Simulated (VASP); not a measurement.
# Ta3B2N in VASP: further runs, part 2 of 2

VASP 6.6.1.

**3. Single point, PBE**

INCAR reads:

```
  ALGO = Normal
  EDIFF = 1E-6
  ENCUT = 520
  GGA = PE
  ISIF = 2
  ISMEAR = 0
  LASPH = True
  LCHARG = False
  LREAL = False
  LWAVE = False
  NBANDS = 31
  NELM = 80
  PREC = Accurate
  SIGMA = 0.1
```

KPOINTS reads:

```
k-points
0
Gamma
  6 6 6
```

POSCAR reads:

```
Ta3B2N
1.0
    5.5340161602      0.0000000000      0.0000000000
   -2.7670080801      4.7925985797      0.0000000000
    0.0000000000      0.0000000000      3.2881706248
Ta B N
3 2 1
Direct
    0.5000000000      0.0000000000      0.0000000000
    0.0000000000      0.5000000000      0.0000000000
    0.5000000000      0.5000000000      0.0000000000
    0.3333333333      0.6666666667      0.5000000000
    0.6666666667      0.3333333333      0.5000000000
    0.0000000000      0.0000000000      0.0000000000
```

Potentials or basis: VASP PAW PBE potentials, release 64 (Ta_pv, B, N).

The run is started by

```bash
$ cat potpaw_PBE.64/Ta_pv/POTCAR potpaw_PBE.64/B/POTCAR potpaw_PBE.64/N/POTCAR > POTCAR
$ mpirun -np 1 vasp_std > vasp.out
```

OUTCAR:

```text
EDIFF = 1E-6
   ENCUT = 520
   GGA = PE
   ISIF = 2
   ISMEAR = 0
   LASPH = True
   LREAL = False
   NELM = 80
   PREC = Accurate

 ion  position               nearest neighbor table
   1  0.500  0.000  0.000-   4 2.29   5 2.29   4 2.29   5 2.29   2 2.77   3 2.77   3 2.77   2 2.77

   2  0.000  0.500  0.000-   4 2.29   5 2.29   4 2.29   5 2.29   3 2.77   3 2.77   1 2.77   1 2.77

[... 1028 lines left out ...]
  --------------------------------------------------------------------------------------
  -------------------------------------------------------------------------------------
  Total        0.0433061      0.0433061      0.1331131      0.0000000      0.0000000     -0.0000000
  in kB        0.7955979      0.7955979      2.4454881      0.0000000      0.0000000     -0.0000000
  external PRESSURE =       1.3455613 kB  Pullay stress =       0.0000000 kB

 VOLUME and BASIS-vectors are now :
 -----------------------------------------------------------------------------
  energy-cutoff  :      520.00
  volume of cell :       87.21
      direct lattice vectors                 reciprocal lattice vectors
     5.534016160  0.000000000  0.000000000     0.180700593  0.104327536  0.000000000
    -2.767008080  4.792598580  0.000000000     0.000000000  0.208655072  0.000000000
     0.000000000  0.000000000  3.288170625     0.000000000  0.000000000  0.304120471

 POSITION                                       TOTAL-FORCE (eV/Angst)
 -----------------------------------------------------------------------------------
      2.76701      0.00000      0.00000         0.000000      0.000000      0.000000
     -1.38350      2.39630      0.00000         0.000000      0.000000      0.000000
      1.38350      2.39630      0.00000         0.000000      0.000000      0.000000
     -0.00000      3.19507      1.64409        -0.000000      0.000000     -0.000000
      2.76701      1.59753      1.64409         0.000000      0.000000      0.000000
      0.00000      0.00000      0.00000         0.000000      0.000000      0.000000
 -----------------------------------------------------------------------------------
    total drift:                               -0.000000     -0.000000     -0.000000

  FREE ENERGIE OF THE ION-ELECTRON SYSTEM (eV)
  ---------------------------------------------------
  free  energy   TOTEN  =       -53.7967033297 eV

  energy  without entropy=      -53.7782084019  energy(sigma->0) =      -53.78745587
```

OSZICAR:

```text
N       E                     dE             d eps       ncg     rms          rms(c)
DAV:   1     0.358670398417E+03    0.35867E+03   -0.23651E+04  1736   0.141E+03
DAV:   2    -0.435505497436E+02   -0.40222E+03   -0.38763E+03  1948   0.398E+02
DAV:   3    -0.620105823882E+02   -0.18460E+02   -0.17899E+02  2261   0.758E+01
DAV:   4    -0.623774429676E+02   -0.36686E+00   -0.36409E+00  2106   0.102E+01
DAV:   5    -0.623859036029E+02   -0.84606E-02   -0.84553E-02  2234   0.135E+00    0.319E+01
DAV:   6    -0.567424753131E+02    0.56434E+01   -0.70581E+01  2127   0.294E+01    0.166E+01
DAV:   7    -0.549725231057E+02    0.17700E+01   -0.16642E+01  2294   0.131E+01    0.110E+01
DAV:   8    -0.538087944441E+02    0.11637E+01   -0.35277E+00  2277   0.728E+00    0.489E+00
DAV:   9    -0.537986891146E+02    0.10105E-01   -0.33050E-01  2088   0.301E+00    0.779E-01
DAV:  10    -0.537966726552E+02    0.20165E-02   -0.22028E-02  2002   0.748E-01    0.417E-01
DAV:  11    -0.537966667687E+02    0.58865E-05   -0.18377E-03  2337   0.184E-01    0.192E-01
DAV:  12    -0.537968948037E+02   -0.22803E-03   -0.10957E-03  2322   0.116E-01    0.126E-01
DAV:  13    -0.537967011954E+02    0.19361E-03   -0.52764E-04  2285   0.696E-02    0.916E-03
DAV:  14    -0.537967037581E+02   -0.25627E-05   -0.24792E-05  1792   0.196E-02    0.476E-03
DAV:  15    -0.537967033297E+02    0.42845E-06   -0.13391E-06  1581   0.564E-03
   1 F= -.53796703E+02 E0= -.53787456E+02  d E =-.184949E-01
```

Wall time 67 s (1 thread of Intel Xeon Platinum 8259CL at 2.50GHz (Skylake/Cascade Lake), shared host); peak memory 0.23 GiB.

Results:

```
Free energy            : -53.7967 eV
Pressure               : 0.1 GPa
Band gap on the k mesh : zero (band 22 reaches 4.63 eV, above the bottom of band 23 at 3.57 eV)
```

Stress tensor (GPa, compression positive):
```
0.08 0.00 0.00
0.00 0.08 0.00
0.00 0.00 0.24
```

Caveat: spin-orbit coupling is left out, which moves the levels of the heavy elements.

**4. Relaxation of cell and atoms, PBE**

INCAR reads:

```
PREC     = Accurate       # precision mode
ENCUT    = 600            # plane-wave cutoff, eV
EDIFF    = 1E-6           # SCF threshold, eV
ISMEAR   = 0              # smearing method
SIGMA    = 0.1            # smearing width, eV
LREAL    = False          # projectors in reciprocal space
LASPH    = True           # aspherical terms in the spheres
NELM     = 80             # most SCF steps
ALGO     = Normal         # electronic algorithm
ISIF     = 3              # what is computed and relaxed
LWAVE    = False          # write WAVECAR
LCHARG   = False          # write CHGCAR
GGA      = PE             # functional
IBRION   = 2              # ionic algorithm
NSW      = 90             # ionic steps
EDIFFG   = -0.04          # ionic threshold
```

KPOINTS reads:

```
regular mesh
0
Gamma
  6 6 6
```

Edit POSCAR of step 3 so:

```diff
@@ -2,5 +2,5 @@
 1.0
-    5.5340161602      0.0000000000      0.0000000000
-   -2.7670080801      4.7925985797      0.0000000000
-    0.0000000000      0.0000000000      3.2881706248
+    5.5398094232      0.0000000000      0.0000000000
+   -2.7699047116      4.7976156926      0.0000000000
+    0.0000000000      0.0000000000      3.2757059540
 Ta B N
```

The run is started by

```bash
$ cat potpaw_PBE.64/Ta_pv/POTCAR potpaw_PBE.64/B/POTCAR potpaw_PBE.64/N/POTCAR > POTCAR
$ mpirun -np 1 vasp_std > vasp.out
```

It took 2.1 min on 1 thread of Intel Xeon Platinum 8488C (Sapphire Rapids), shared host; peak memory 0.29 GiB.

It converged, with:

```yaml
Free_energy: -53.8009 eV
Relaxed_volume: 14.56 Å³/atom
Relaxed_cell: a = 5.542 Å, b = 5.542 Å, c = 3.284 Å, α = 90.00°, β = 90.00°, γ = 120.00°
Space_group_after_relaxing_to_0.05_Å: P6/mmm (No. 191)
Energy_gained_by_relaxing: 0.1 meV/atom
Ionic_steps: 3
Pressure_after_relaxing: -0.2 GPa
Band_gap_on_the_k_mesh: zero (band 22 reaches 4.62 eV, above the bottom of band 23 at 3.55 eV)
```

Stress tensor (GPa, compression positive):
```
-0.36  0.00  0.00
 0.00 -0.36  0.00
 0.00  0.00  0.15
```

The path:
| step | energy change (eV) | largest force (eV/Å) | pressure (GPa) | volume (Å³) |
| --- | --- | --- | --- | --- |
| 1 | 0.0000 | 0.0000 | 0.49 | 87.06 |
| 2 | -0.0003 | 0.0000 | -0.74 | 87.62 |
| 3 | -0.0008 | 0.0000 | -0.19 | 87.37 |

Final structure:
```xyz
6
Lattice="5.5424 0.0000 0.0000 -2.7712 4.7999 0.0000 0.0000 0.0000 3.2840" Properties=species:S:1:pos:R:3 pbc="T T T"
Ta    0.0000    4.7999    0.0000
Ta   -1.3856    2.3999    0.0000
Ta    1.3856    2.3999    0.0000
B     0.0000    3.1999    1.6420
B     2.7712    1.6000    1.6420
N    -2.7712    4.7999    0.0000
```

Levels at points of the mesh, in eV from the Fermi level:
```
           k point  band 18  band 19  band 20  band 21  band 22  band 23  band 24  band 25  band 26
(0.00, 0.00, 0.00)    -2.21    -1.42    -1.42     0.14     0.40     1.12     1.12     1.92     1.92
(0.50, 0.00, 0.00)    -1.93    -1.71    -1.30    -0.79    -0.02     1.12     1.73     2.13     2.44
(0.00, 0.00, 0.50)    -1.41    -1.41    -1.05     0.16     0.16     0.21     0.58     1.95     1.95
(0.50, 0.00, 0.50)    -1.96    -1.83    -0.75    -0.44    -0.06     0.85     1.99     2.51     2.66
```

Caveat: spin-orbit coupling is left out, which moves the levels of the heavy elements.

**5. Single point, PBE**

INCAR reads:

```
SYSTEM = Ta3B2N
PREC = Accurate ; ENCUT = 520
EDIFF = 1E-6 ; ISMEAR = 0
SIGMA = 0.1 ; LREAL = .False.
LASPH = .True. ; NELM = 100
ALGO = Normal ; ISIF = 2
LWAVE = .False. ; LCHARG = .False.
GGA = PE ; NBANDS = 31
```

KPOINTS reads:

```
regular mesh
0
Gamma
  12 12 12
  0 0 0
```

Edit POSCAR of step 4 so:

```diff
@@ -2,5 +2,5 @@
 1.0
-    5.5398094232      0.0000000000      0.0000000000
-   -2.7699047116      4.7976156926      0.0000000000
-    0.0000000000      0.0000000000      3.2757059540
+    5.5247194401      0.0000000000      0.0000000000
+   -2.7623597200      4.7845473839      0.0000000000
+    0.0000000000      0.0000000000      3.2955802113
 Ta B N
```

The run is started by

```bash
$ cat potpaw_PBE.64/Ta_pv/POTCAR potpaw_PBE.64/B/POTCAR potpaw_PBE.64/N/POTCAR > POTCAR
$ mpirun -np 1 vasp_std > vasp.out
```

It took 4.2 min on 1 thread of Intel Xeon Platinum 8488C (Sapphire Rapids), shared host; peak memory 0.44 GiB.

Results (log left out):

- Free energy: -53.7980 eV
- Pressure: 0.2 GPa
- Band gap on the k mesh: zero (band 22 reaches 4.76 eV, above the bottom of band 23 at 3.56 eV)

Stress tensor (GPa, compression positive):
```
0.14 0.00 0.00
0.00 0.14 0.00
0.00 0.00 0.33
```

Levels at points of the mesh, in eV from the Fermi level:
| k point | band 20 | band 21 | band 22 | band 23 | band 24 | band 25 |
| --- | --- | --- | --- | --- | --- | --- |
| (0.00, 0.00, 0.00) | -1.46 | 0.15 | 0.40 | 1.04 | 1.04 | 1.92 |
| (0.50, 0.00, 0.00) | -1.39 | -0.81 | -0.06 | 1.13 | 1.72 | 2.14 |
| (0.00, 0.00, 0.50) | -1.02 | 0.12 | 0.12 | 0.19 | 0.57 | 1.97 |
| (0.50, 0.00, 0.50) | -0.77 | -0.49 | -0.03 | 0.81 | 1.98 | 2.54 |

Caveat: spin-orbit coupling is left out, which moves the levels of the heavy elements.

**6. The runs side by side**

```tsv
task	cell	k mesh	cutoff (eV)	gap on the mesh (eV)	pressure (GPa)
single point	a = 5.540, b = 5.540, c = 3.276 Å, angles 90.0, 90.0, 120.0°, 6 atoms	6 × 6 × 4	520	none	0.2
single point	a = 5.534, b = 5.534, c = 3.288 Å, angles 90.0, 90.0, 120.0°, 6 atoms	6 × 6 × 6	520	none	0.1
relaxation of cell and atoms	relaxed from a = 5.540, b = 5.540, c = 3.276 Å, angles 90.0, 90.0, 120.0°, 6 atoms	6 × 6 × 6	600	none	-0.2
single point	a = 5.525, b = 5.525, c = 3.296 Å, angles 90.0, 90.0, 120.0°, 6 atoms	12 × 12 × 12	520	none	0.2
```

Alike in all rows: level PBE; potentials or basis VASP PAW PBE potentials, release 64 (Ta_pv, B, N); no spin polarisation; smearing gaussian 0.1 eV.

Caveats: some runs use coarse meshes; spin-orbit coupling is left out, which moves the levels of the heavy elements.

Absolute energies hang on the potentials; compare differences alone.
